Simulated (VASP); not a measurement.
Runs of VASP 6.6.1 on Ge. The structure is that of space group I4_1/amd (No. 141), or close to it. The cells are those of the table. 

| cell | gap on the mesh (eV) | pressure (GPa) |
| --- | --- | --- |
| a = 3.915 Å, angles 97.8, 97.8, 136.9°, 2 atoms | none | -2.8 |
| a = 4.017 Å, angles 97.4, 97.4, 138.0°, 2 atoms | none | -6.3 |
| a = 3.995 Å, angles 96.8, 96.8, 139.7°, 2 atoms | none | (a) |
| a = 3.936 Å, angles 96.8, 96.8, 139.7°, 2 atoms | none | -0.5 |
| a = 3.857 Å, angles 97.8, 97.8, 136.8°, 2 atoms | none | 0.5 |
| a = 3.951 Å, angles 97.2, 97.2, 138.6°, 2 atoms | none | -2.8 |

Alike in all rows: task single point; level PBEsol; potentials or basis VASP PAW PBE potentials, release 64 (Ge_d); no spin polarisation; k mesh 20 × 20 × 20; cutoff (eV) 520; smearing gaussian 0.15 eV.

Q: Estimate the missing entries.

A: (a) -3.6.

Caveats: the PAW data sets were made with another functional, which shifts forces and pressure a little.

A k mesh can miss the band edges, and the runs leave out spin-orbit coupling on Ge.

A gap of «none» marks levels without a gap at the run's occupations.
